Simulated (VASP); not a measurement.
The system is B.

```
B
1.0
     2.10059    0.00000    0.00000
    -1.05030    1.81917    0.00000
     0.00000    0.00000    3.43027
B
2
Direct
  0.33333 0.66667 0.25000
  0.66667 0.33333 0.75000
```

This isn't the form of B at room conditions, which is rhombohedral.

| Item | Value |
| --- | --- |
| Program | VASP 6.6.1 |
| Task | relaxation of cell and atoms |
| Functional | PBE |
| Potentials or basis | VASP PAW PBE potentials, release 64 (B) |
| Cutoff | 600 eV |
| k mesh | 17 × 17 × 9 |
| Occupations | fermi-dirac, width 0.1 eV |
| Spin | no spin polarisation |

At the start: pressure -19.6 GPa; volume 6.55 Å³/atom.

Task: How do energy, volume and symmetry change on relaxing?

Result: Over 26 steps the energy falls by 766.6 meV/atom and the volume is 7.81 Å³/atom (+19.2 %); space group P6_3/mmc (No. 194, to 0.1 Å) before and after.

Step by step:
```
step  energy change (eV)  largest force (eV/Å)  pressure (GPa)  volume (Å³)
   1              0.0000                0.0000          -19.61        13.11
   2             -0.1143                0.0000            6.31        11.64
   3             -0.1148                0.0000            4.34        11.72
   4             -0.1669                0.0000            5.50        11.73
   5             -0.3719                0.0000           14.22        11.67
   6             -0.5347                0.0000           51.06        11.23
   7             -0.4968                0.0000           63.16        11.08
   8             -0.3960                0.0000           96.10        10.72
   9             -0.3978                0.0000           96.47        10.72
  10             -0.4028                0.0000           97.56        10.74
  11             -0.4104                0.0000           99.79        10.76
  12             -0.4136                0.0000          104.39        10.81
  13             -0.4276                0.0000          103.47        10.83
  14             -0.4689                0.0000          100.72        10.90
  15             -0.5486                0.0000           95.43        11.05
  16             -0.6967                0.0000           85.52        11.34
  17             -0.9493                0.0000           67.81        11.94
  18             -1.2986                0.0000           38.81        13.17
  19             -1.5220                0.0000            2.44        15.84
  20             -1.5225                0.0000            4.19        15.66
  21             -1.5220                0.0000            5.30        15.56
  22             -1.5271                0.0000            4.14        15.55
  23             -1.5328                0.0000            0.69        15.52
  24             -1.5329                0.0000            1.10        15.52
  25             -1.5330                0.0000            0.82        15.55
  26             -1.5332                0.0000            0.06        15.63
```

Final structure:
```cif
data_structure
_symmetry_space_group_name_H-M 'P 1'
_symmetry_Int_Tables_number 1
_cell_length_a 1.7147
_cell_length_b 1.7147
_cell_length_c 6.1374
_cell_angle_alpha 90.000
_cell_angle_beta 90.000
_cell_angle_gamma 120.000
_cell_volume 15.63
loop_
_atom_site_label
_atom_site_type_symbol
_atom_site_fract_x
_atom_site_fract_y
_atom_site_fract_z
_atom_site_occupancy
B1 B 0.33333 0.66667 0.25000 1
B2 B 0.66667 0.33333 0.75000 1
```

Caveat: the volume moved by over 15 % at a fixed basis, so the end points are rough.
